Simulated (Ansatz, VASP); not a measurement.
Zn: VASP beside Ansatz

```
CELL_PARAMETERS angstrom
2.59681 0.00000 0.00000
-1.29841 2.24891 0.00000
0.00000 0.00000 4.84045
ATOMIC_POSITIONS crystal
Zn 0.33333 0.66667 0.25000
Zn 0.66667 0.33333 0.75000
```

Change from the starting cell: volume scaled by 0.98.

Alike in both runs: task single point; functional PBEsol; k mesh 18 × 18 × 9; occupations fermi-dirac, width 0.03 eV; no spin polarisation.

|  | VASP | Ansatz |
| --- | --- | --- |
| version | VASP 6.6.1 | Ansatz 0.2.0 |
| potentials or method | VASP PAW PBE potentials, release 64 (Zn), cutoff 520 eV | all-electron LAPW, scalar-relativistic |

Ansatz gave:

```
pressure (GPa)                                                : 0.5
traceless stress, the component that is largest in VASP (GPa) : 1.24
```

Question: Which values does VASP return?

Answer: Pressure (GPa): 1.0; traceless stress, the component that is largest in VASP (GPa): 1.08.

VASP's potentials were made for PBE, not for PBEsol. Ansatz ran all-electron here, and VASP with PAW potentials.
